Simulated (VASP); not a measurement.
Crystal: Sc2GaS.

```
Sc Ga S
1.0
     4.63386    0.00000    0.00000
    -2.31693    4.01304    0.00000
     0.00000    0.00000    4.82529
Sc Ga S
2 1 1
Direct
  0.33333 0.66667 0.00000
  0.66667 0.33333 0.00000
  0.00000 0.00000 0.00000
  0.00000 0.00000 0.50000
```

The cell was generated, and may not be a known phase.

```yaml
Program: VASP 6.6.1
Task: relaxation of cell and atoms
Functional: PBE
Potentials_or_basis: VASP PAW PBE potentials, release 64 (Sc_sv, Ga_d, S)
Cutoff: 600 eV
k_mesh: 6 × 6 × 4
Occupations: gaussian, width 0.1 eV
Spin: no spin polarisation
```

At the start: pressure 10.5 GPa; volume 22.43 Å³/atom.

How do energy, volume and symmetry change on relaxing?

Over 5 steps the energy falls by 137.7 meV/atom and the volume is 26.92 Å³/atom (+20.0 %); space group P6/mmm (No. 191, to 0.1 Å) before and after.

Step by step:
```csv
step,energy change (eV),largest force (eV/Å),pressure (GPa),volume (Å³)
1,0.0000,0.0000,10.51,89.73
2,-0.5398,0.0000,-1.01,110.16
3,-0.5504,0.0000,0.12,107.15
4,-0.5504,0.0000,-0.02,107.51
5,-0.5509,0.0000,-0.06,107.69
```

Final structure:
```yaml
crystal:
  lattice:
    - [4.98351, 0.00000, 0.00000]
    - [-2.49175, 4.31585, 0.00000]
    - [0.00000, 0.00000, 5.00686]
  atoms:
    - { symbol: Sc, position: [0.33333, 0.66667, 0.00000] }
    - { symbol: Sc, position: [0.66667, 0.33333, 0.00000] }
    - { symbol: Ga, position: [0.00000, 0.00000, 0.00000] }
    - { symbol: S, position: [0.00000, 0.00000, 0.50000] }
```

Caveat: the volume moved by over 15 % at a fixed basis, so the end points are rough.
